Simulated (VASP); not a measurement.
MoP, 2 atoms in the cell. The structure is hexagonal, space group P-6m2 (No. 187). The conventional cell has a = 3.161 Å, b = 3.161 Å, c = 3.158 Å, α = 90.00°, β = 90.00°, γ = 120.00°. Mo (site symmetry -6m2) has 6 P at 2.41 Å and 8 Mo at 3.16 Å within 3.2 Å. P (site symmetry -6m2) has 6 Mo at 2.41 Å and 8 P at 3.16 Å within 3.2 Å. 

```yaml
Program: VASP 6.6.1
Task: single point
Functional: PBE
Potentials_or_basis: VASP PAW PBE potentials, release 64 (Mo_sv, P)
Cutoff: 500 eV
k_mesh: 18 × 18 × 14
Occupations: gaussian, width 0.1 eV
Spin: no spin polarisation
Dipole_correction: no
Further_INCAR_settings: ALGO = Normal; EDIFF = 1e-06; NBANDS = 16
```

Potentials or basis: VASP PAW PBE potentials, release 64 (Mo_sv, P).

The run is started by

```sh
$ cat potpaw_PBE.64/Mo_sv/POTCAR potpaw_PBE.64/P/POTCAR > POTCAR
$ mpirun -np 1 vasp_std > vasp.out
```

Hardware: 1 thread of Intel(R) Xeon(R) Platinum 8559C (Emerald Rapids), with other jobs on the host.

Q: How long does it take, and how much memory?

A: It took 31 s on 1 thread of Intel(R) Xeon(R) Platinum 8559C (Emerald Rapids), with other jobs on the host, peak memory 0.23 GiB. Counts: scf iterations 12, k points 296.
